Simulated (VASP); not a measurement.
Cd:

```xyz
2
Lattice="2.8819 0.0000 0.0000 -1.4409 2.4958 0.0000 0.0000 0.0000 5.6384" Properties=species:S:1:pos:R:3 pbc="T T T"
Cd    0.0000    1.6638    1.4096
Cd    1.4409    0.8319    4.2288
```

Base run:

* Program: VASP 6.6.1
* Functional: LDA
* Potentials or basis: VASP PAW LDA potentials, release 64 (Cd)
* Cutoff: 520 eV
* k mesh: 8 × 8 × 4
* Occupations: fermi-dirac, width 0.1 eV
* Spin: no spin polarisation

Its results: band gap on the k mesh zero (band 12 reaches 3.95 eV, above the bottom of band 13 at -0.22 eV); pressure 1.2 GPa.

Q: After a change of settings the same cell gave: band gap on the k mesh zero (band 12 reaches 1.47 eV, above the bottom of band 13 at -0.23 eV); pressure 6.5 GPa. Which change was it?
A. k mesh from 8 × 8 × 4 to 13 × 13 × 6
B. k mesh from 8 × 8 × 4 to 2 × 2 × 1
C. k mesh from 8 × 8 × 4 to 10 × 10 × 5
D. k mesh from 8 × 8 × 4 to 5 × 5 × 2

A: B.

Caveats: some runs use coarse meshes.
